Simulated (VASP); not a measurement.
Here is a VASP 6.6.1 calculation.

Contents of INCAR:

```
ALGO = Normal ; EDIFF = 1E-7
ENCUT = 520 ; GGA = PE
ISIF = 2 ; ISMEAR = 0
LASPH = T ; LCHARG = T
LELF = T ; LREAL = F
LVHAR = T ; LWAVE = F
NBANDS = 11 ; NELM = 80
PREC = Accurate ; SIGMA = 0.05
```

File KPOINTS:

```
k-points
0
Gamma
  10 10 10
```

File POSCAR:

```
AlN
1.0
    0.5323585663      2.4800118576      2.4800118576
    2.4800118576      0.5323585663      2.4800118576
    2.4800118576      2.4800118576      0.5323585663
Al N
1 1
Direct
    0.0000000000      0.0000000000      0.0000000000
    0.7500000000      0.7500000000      0.7500000000
```

Potentials or basis: VASP PAW PBE potentials, release 64 (Al, N).

Launch:

```bash
$ cat potpaw_PBE.64/Al/POTCAR potpaw_PBE.64/N/POTCAR > POTCAR
$ mpirun -np 1 vasp_std > vasp.out
```

Q: Predict the pressure.

A: 31.4 GPa.

Q: What does it give for the largest force?

A: 0.151 eV/Å.

Forces on the atoms (eV/Å):
```
Al  -0.087 -0.087 -0.087
N    0.087  0.087  0.087
```
